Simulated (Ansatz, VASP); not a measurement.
ZnS: VASP beside Ansatz

```
CELL_PARAMETERS angstrom
3.81100 0.00000 0.00000
-1.90550 3.30042 0.00000
0.00000 0.00000 6.23400
ATOMIC_POSITIONS crystal
Zn 0.33333 0.66667 0.00509
Zn 0.66667 0.33333 0.50509
S 0.33333 0.66667 0.37991
S 0.66667 0.33333 0.87991
```

Alike in both runs: task single point; functional PBE; k mesh 9 × 9 × 6; occupations gaussian, width 0.02 eV; no spin polarisation.

|  | VASP | Ansatz |
| --- | --- | --- |
| version | VASP 6.6.1 | Ansatz 0.2.0 |
| potentials or method | VASP PAW PBE potentials, release 64 (Zn, S), cutoff 500 eV | scalar-relativistic, plane waves, PAW |
| valence electrons in the cell | 36 | 36 |

```tsv
	VASP	Ansatz	Ansatz less VASP
gap on the k mesh at the Fermi level (eV)	2.22	2.22	-0.005
least direct gap on the mesh (eV)	2.22	2.22	-0.005
```
